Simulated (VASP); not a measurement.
Set up this calculation in VASP 6.6.1, as the native input.

```
Task                   : relaxation of cell and atoms
Functional             : PBE
Potentials or basis    : VASP PAW PBE potentials, release 64 (Sc_sv)
Cutoff                 : 500 eV
k mesh                 : 15 × 15 × 15
Occupations            : fermi-dirac, width 0.05 eV
Spin                   : no spin polarisation
Target pressure        : 51 GPa
Dipole correction      : no
Further INCAR settings : ALGO = Normal; EDIFF = 1e-07; IBRION = 2; EDIFFG = -0.005; NSW = 60; ISIF = 3
```

The structure of Sc lies in POSCAR:

```
Sc
1.0
    2.5038326366      0.0000000000      0.0000000000
    0.0000000000      2.5038326366      0.0000000000
    0.0000000000      0.0000000000      2.5038326366
Sc
1
Direct
    0.0000000000      0.0000000000      0.0000000000
```

The input as run:

INCAR

```
SYSTEM = Sc
PREC     = Accurate       ! precision mode
ENCUT    = 500            ! plane-wave cutoff, eV
EDIFF    = 1E-7           ! SCF threshold, eV
ISMEAR   = -1             ! smearing method
SIGMA    = 0.05           ! smearing width, eV
LREAL    = .False.        ! projectors in reciprocal space
LASPH    = .True.         ! aspherical terms in the spheres
NELM     = 120            ! most SCF steps
ALGO     = Normal         ! electronic algorithm
ISIF     = 3              ! what is computed and relaxed
LWAVE    = .False.        ! write WAVECAR
LCHARG   = .False.        ! write CHGCAR
GGA      = PE             ! functional
IBRION   = 2              ! ionic algorithm
NSW      = 60             ! ionic steps
EDIFFG   = -0.005         ! ionic threshold
PSTRESS  = 510.0        
GGA_COMPAT= .False.      
NELMIN   = 4
```

KPOINTS

```
Automatic mesh
0
Gamma
  15 15 15
  0 0 0
```

Potentials or basis: VASP PAW PBE potentials, release 64 (Sc_sv).

Launch:

```bash
$ cat potpaw_PBE.64/Sc_sv/POTCAR > POTCAR
$ mpirun -np 1 vasp_std > vasp.out
```

Results of the run:

```yaml
Relaxed_volume: 14.58 Å³/atom
Relaxed_cell: a = 2.443 Å, b = 2.443 Å, c = 2.443 Å, α = 90.00°, β = 90.00°, γ = 90.00°
Space_group_after_relaxing_to_0.05_Å: Pm-3m (No. 221)
Energy_change_on_relaxing_the_enthalpy_is_what_falls: +312.4 meV/atom
Ionic_steps: 4
Pressure_after_relaxing: 51.0 GPa
```

Caveat: the cell is relaxed towards a set pressure, so the enthalpy falls and the energy may rise.

Run time: 23 s on 1 thread of Intel(R) Xeon(R) Platinum 8488C (Sapphire Rapids) (shared host), peak memory 0.14 GiB.
